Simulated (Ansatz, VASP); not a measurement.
One calculation of CdTe, two programs

```
Cd Te
1.0
     3.24470    3.24470    0.00000
    -3.24470    3.24470    0.00000
     0.00000    3.24470    3.24470
Cd Te
1 1
Direct
  0.00000 0.00000 0.00000
  0.75000 0.25000 0.50000
```

Alike in both runs: functional PBEsol; k mesh 10 × 10 × 10; occupations fermi-dirac, width 0.1 eV; no spin polarisation.

Ansatz relaxed the structure, and its values are those at the end. VASP's run is a single point on that final structure, the one shown.

```csv
,VASP,Ansatz
version,VASP 6.6.1,Ansatz 0.2.0
potentials or method,"VASP PAW PBE potentials, release 64 (Cd, Te)","PAW with Ansatz's default frozen-core files, scalar-relativistic"
plane-wave cutoff (eV),520,420
valence electrons in the cell,18,36
```

```csv
,VASP,Ansatz,Ansatz less VASP
pressure (GPa),0.2,0.0,-0.16
```

VASP's potentials were made for PBE, not for PBEsol. VASP's potentials hold 18 valence electrons a cell and Ansatz's 36, so a difference there can come from the potentials and not from the codes.

Spin-orbit coupling is off throughout.
